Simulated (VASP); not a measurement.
Input of a VASP 6.6.1 run:

POSCAR

```
Ca
1.0
   -2.1776406900      2.1776406900      2.1776406900
    2.1776406900     -2.1776406900      2.1776406900
    2.1776406900      2.1776406900     -2.1776406900
Ca
1
Direct
    0.0000000000      0.0000000000      0.0000000000
```

File INCAR.step1:

```
SYSTEM = Ca
  PREC = Accurate
  ENCUT = 600
  ISMEAR = -1
  SIGMA = 0.1
  LREAL = .FALSE.
  LASPH = .TRUE.
  NELM = 100
  GGA = PE
  ALGO = Normal
  EDIFF = 1E-4
  LWAVE = .TRUE.
  LCHARG = .FALSE.
```

INCAR.step2

```
SYSTEM = Ca
  PREC = Accurate
  ENCUT = 600
  EDIFF = 1E-6
  ISMEAR = -1
  SIGMA = 0.1
  LREAL = .FALSE.
  LASPH = .TRUE.
  NELM = 100
  ALGO = Normal
  ISIF = 3
  LWAVE = .FALSE.
  LCHARG = .FALSE.
  METAGGA = R2SCAN
  LMIXTAU = .TRUE.
  IBRION = 2
  NSW = 60
  EDIFFG = -0.01
  ISTART = 1
```

File KPOINTS:

```
Automatic mesh
0
G
  6 6 6
  0 0 0
```

Potentials or basis: VASP PAW PBE potentials, release 64 (Ca_sv).

The run is started by

```console
$ cat potpaw_PBE.64/Ca_sv/POTCAR > POTCAR
$ cp INCAR.step1 INCAR
$ mpirun -np 1 vasp_std > vasp.out
$ cp INCAR.step2 INCAR
$ mpirun -np 1 vasp_std > vasp.out
```

(1) Predict the band gap on the k mesh.

(2) Predict the space group after relaxing (to 0.05 Å).

(3) Predict the relaxed cell.

Results:

(1) zero (band 5 reaches 2.11 eV, above the bottom of band 6 at 1.77 eV).

(2) Im-3m (No. 229).

(3) a = 3.836 Å, b = 3.836 Å, c = 3.836 Å, α = 109.47°, β = 109.47°, γ = 109.47°.
